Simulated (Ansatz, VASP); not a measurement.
## Re: VASP beside Ansatz

```xyz
2
Lattice="2.7370 0.0000 0.0000 -1.3685 2.3703 0.0000 0.0000 0.0000 4.4173" Properties=species:S:1:pos:R:3 pbc="T T T"
Re    0.0000    1.5802    3.3130
Re    1.3685    0.7901    1.1043
```

Alike in both runs: functional LDA; k mesh 18 × 18 × 10; occupations gaussian, width 0.05 eV; no spin polarisation.

Ansatz relaxed the structure, and its values are those at the end. VASP's run is a single point on that final structure, the one shown.

|  | VASP | Ansatz |
| --- | --- | --- |
| version | VASP 6.6.1 | Ansatz 0.2.0 |
| potentials or method | VASP PAW LDA potentials, release 64 (Re), cutoff 520 eV | scalar-relativistic, plane waves, PAW |
| valence electrons in the cell | 14 | 30 |

|  | VASP | Ansatz | Ansatz less VASP |
| --- | --- | --- | --- |
| pressure (GPa) | 1.6 | 0.0 | -1.55 |

LDA's correlation is that of Perdew and Zunger in VASP and of Perdew and Wang (1992) in Ansatz. VASP's potentials hold 14 valence electrons a cell and Ansatz's 30, so a difference there can come from the potentials and not from the codes.

Spin-orbit coupling is off throughout.
